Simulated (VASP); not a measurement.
Wanted: the native input for a VASP 6.6.1 run.

```
Task                   : single point
Functional             : PBE
Potentials or basis    : VASP PAW PBE potentials, release 64 (Cs_sv, Sn_d, I)
Cutoff                 : 500 eV
k mesh                 : 4 × 4 × 4
Occupations            : gaussian, width 0.01 eV
Spin                   : no spin polarisation
Dipole correction      : no
Further INCAR settings : ALGO = Normal; EDIFF = 1e-06; NBANDS = 47
```

The structure of Cs2SnI6 lies in POSCAR:

```
Cs2SnI6
1.0
    0.0000000000      5.9203882949      5.9203882949
    5.9203882949      0.0000000000      5.9203882949
    5.9203882949      5.9203882949      0.0000000000
Cs Sn I
2 1 6
Direct
    0.2500000000      0.2500000000      0.2500000000
    0.7500000000      0.7500000000      0.7500000000
    0.0000000000      0.0000000000      0.0000000000
    0.2436476537      0.7563523463      0.7563523463
    0.2436476537      0.7563523463      0.2436476537
    0.7563523463      0.2436476537      0.7563523463
    0.7563523463      0.2436476537      0.2436476537
    0.7563523463      0.7563523463      0.2436476537
    0.2436476537      0.2436476537      0.7563523463
```

The input as run:

INCAR

```
SYSTEM = Cs2SnI6
PREC = Accurate
ENCUT = 500
EDIFF = 1E-6
ISMEAR = 0
SIGMA = 0.01
LREAL = .False.
LASPH = .True.
NELM = 120
ALGO = Normal
ISIF = 2
LWAVE = .False.
LCHARG = .False.
GGA = PE
NBANDS = 47
GGA_COMPAT = .False.
```

KPOINTS

```
Automatic mesh
0
Gamma
  4 4 4
  0 0 0
```

Potentials or basis: VASP PAW PBE potentials, release 64 (Cs_sv, Sn_d, I).

Command:

```console
$ cat potpaw_PBE.64/Cs_sv/POTCAR potpaw_PBE.64/Sn_d/POTCAR potpaw_PBE.64/I/POTCAR > POTCAR
$ mpirun -np 1 vasp_std > vasp.out
```

Results of the run:

| Item | Value |
| --- | --- |
| Pressure | 0.6 GPa |
| Largest force | 0.116 eV/Å |
| Band gap on the k mesh | 0.21 eV |

Caveat: spin-orbit coupling is left out, which moves the levels of the heavy elements.

It took 8.2 min on 1 thread of Intel Xeon 8259CL, on a shared host, peak memory 0.65 GiB.
